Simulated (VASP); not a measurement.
A run of VASP 6.6.1:

The input INCAR:

```
PREC = Accurate
ENCUT = 520
EDIFF = 1E-6
ISMEAR = 0
SIGMA = 0.05
LREAL = F
LASPH = T
NELM = 60
ALGO = Normal
ISIF = 2
LWAVE = F
LCHARG = F
GGA = PS
NBANDS = 18
```

File KPOINTS:

```
Automatic mesh
0
Gamma
  10 1 8
```

File POSCAR:

```
P
1.0
    3.3287158819      0.0000000000      0.0000000000
    0.0000000000     35.3345839079      0.0000000000
    0.0000000000      0.0000000000      4.5077239787
P
4
Direct
    0.0000000000      0.9702614300      0.5921507200
    0.0000000000      0.0297385700      0.4078492800
    0.5000000000      0.0297385700      0.0921507200
    0.5000000000      0.9702614300      0.9078492800
```

Potentials or basis: VASP PAW PBE potentials, release 64 (P).

Command:

```bash
$ cat potpaw_PBE.64/P/POTCAR > POTCAR
$ mpirun -np 1 vasp_std > vasp.out
```

Hardware: 1 thread of Intel(R) Xeon(R) 6975P-C (Granite Rapids) (shared host).

How long does it take, and how much memory?

Run time: 4.5 min on 1 thread of Intel(R) Xeon(R) 6975P-C (Granite Rapids), with other jobs on the host, peak memory 0.71 GiB. Counts: scf iterations 21, k points 30.
